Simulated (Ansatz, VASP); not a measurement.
## Two plane-wave programs on Pd

File INCAR:

```
SYSTEM = Pd
  ALGO = Normal
  EDIFF = 1E-6
  ENCUT = 520
  GGA = CA
  ISIF = 2
  ISMEAR = 1
  ISPIN = 2
  LASPH = .TRUE.
  LCHARG = .TRUE.
  LELF = .TRUE.
  LMAXMIX = 4
  LORBIT = 11
  LREAL = .FALSE.
  LVHAR = .TRUE.
  LWAVE = .FALSE.
  MAGMOM = 0.5
  NBANDS = 15
  NELM = 150
  PREC = Accurate
  SIGMA = 0.6
```

Contents of KPOINTS:

```
k-points
0
G
  14 14 14
  0 0 0
```

The input POSCAR:

```
Pd
1.0
    0.0000000000      1.9202771092      1.9202771092
    1.9202771092      0.0000000000      1.9202771092
    1.9202771092      1.9202771092      0.0000000000
Pd
1
Direct
    0.0000000000      0.0000000000      0.0000000000
```

Input for Ansatz:

```yaml
crystal:
  lattice:
    - [0.0, 1.9202771092, 1.9202771092]
    - [1.9202771092, 0.0, 1.9202771092]
    - [1.9202771092, 1.9202771092, 0.0]
  atoms:
    - { symbol: Pd, position: [0.0, 0.0, 0.0], spin: 0.5 }
hamiltonian:
  xc: lda
  pseudopotentials:
    kind: paw
    azcp:
      Pd: "pseudopotentials/Pd.paw.azcp"
basis:
  ecutwfc: 420
  fft_grid_basis: typed
kpoints:
  mp_grid: { grid: [14, 14, 14], shift: [0, 0, 0] }
magnetization:
  spin_polarized: true
scf:
  occupations: { method: cold, width: 0.6 }
  lower_state_search: "off"
output:
  stress: true
  write_density: true
  write_potential: true
  elf: true
  volumetric_format: npy
```

Alike in both runs: task single point; functional LDA; k mesh 14 × 14 × 14; collinear spin.

|  | VASP | Ansatz |
| --- | --- | --- |
| version | VASP 6.6.1 | Ansatz 0.2.0 |
| potentials or method | VASP PAW LDA potentials, release 64 (Pd), cutoff 520 eV | plane waves (420 eV) with PAW, scalar-relativistic |
| occupations | methfessel-paxton of order 1, width 0.6 eV | cold, width 0.6 eV |
| valence electrons in the cell | 10 | 18 |

Ansatz gave:

```
pressure (GPa)           : -0.6
net moment per atom (μB) : 0.00
```

Q: What did VASP give for the same quantities?

A: Pressure (GPa): 0.4; net moment per atom (μB): 0.00.

Ansatz warns that its potentials were made for another functional, while VASP's fit it. LDA's correlation is that of Perdew and Zunger in VASP and of Perdew and Wang (1992) in Ansatz. VASP's potentials hold 10 valence electrons a cell and Ansatz's 18, so a difference there can come from the potentials and not from the codes. Ansatz's warnings: seeded moment not kept, stability check not made.
